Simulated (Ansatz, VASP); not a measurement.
# One calculation of Rh, two programs

```
Rh
1.0
    -0.01902    1.89204    1.89204
     1.89204   -0.01902    1.89204
     1.89204    1.89204   -0.01902
Rh
1
Direct
  0.00000 0.00000 0.00000
```

Change from the starting cell: equal xy, yz and zx shear strains of -1 %, crystal datasets.

Alike in both runs: task electric field gradients; functional PBEsol; k mesh 16 × 16 × 16; occupations fermi-dirac, width 0.08 eV; no spin polarisation.

```csv
,VASP,Ansatz
version,VASP 6.6.1,Ansatz 0.2.0
potentials or method,"VASP PAW PBE potentials, release 64 (Rh_pv), cutoff 520 eV","all-electron PAW with datasets made for the crystal, scalar-relativistic"
```

|  | VASP | Ansatz | Ansatz less VASP |
| --- | --- | --- | --- |
| pressure (GPa) | -4.8 | -4.8 | +0.06 |
| traceless stress, the component that is largest in VASP (GPa) | 1.97 | 1.97 | 0.000 |
| size of Vzz on the site where it differs most (V/Å²) | 1.7 | 0.3 | -1.45 |

VASP's potentials were made for PBE, not for PBEsol. Ansatz ran all-electron here, and VASP with PAW potentials.
